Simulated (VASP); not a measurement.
CoC2: single point with PBE

Crystal: CoC2.

```
Co C
1.0
    -1.58155    1.58155    2.55311
     1.58155   -1.58155    2.55311
     1.58155    1.58155   -2.55311
Co C
1 2
Cartesian
  0.0000 0.0000 0.0000
  0.0000 0.0000 3.2048
  0.0000 0.0000 1.9014
```

```
Program                : VASP 6.6.1
Task                   : single point
Functional             : PBE
Potentials or basis    : VASP PAW PBE potentials, release 64 (Co, C)
Cutoff                 : 520 eV
k mesh                 : 20 × 20 × 20
Occupations            : gaussian, width 0.1 eV
Spin                   : no spin polarisation
Dipole correction      : no
Further INCAR settings : ALGO = Normal; EDIFF = 1e-06; NBANDS = 16
```

```
Pressure      : 0.1 GPa
Largest force : 0.068 eV/Å
```

Forces in eV/Å, atoms in the order of the input:
```
Co   0.000  0.000  0.000
C    0.000  0.000  0.068
C    0.000  0.000 -0.068
```

Stress tensor (GPa, compression positive):
```
-0.14  0.00  0.00
 0.00 -0.14  0.00
 0.00  0.00  0.53
```

Levels at points of the mesh, in eV from the Fermi level:
```
           k point  band 7  band 8  band 9  band 10  band 11  band 12
(0.00, 0.00, 0.00)   -2.10   -1.73   -1.22    -0.68     4.26     4.26
(0.50, 0.00, 0.00)   -1.24   -0.53    1.70     1.83     3.39     3.50
(0.50, 0.50, 0.00)   -1.20   -0.50   -0.48     0.32     3.17     6.57
(0.50, 0.50, 0.50)   -1.08   -1.08   -1.00     1.77     6.07     6.54
```

It took 4.3 min on 1 thread of Intel(R) Xeon(R) Platinum 8488C (Sapphire Rapids) (shared host), peak memory 0.37 GiB.

Spin polarisation is off, so any magnetic state and its effect on volume and gap are missing.
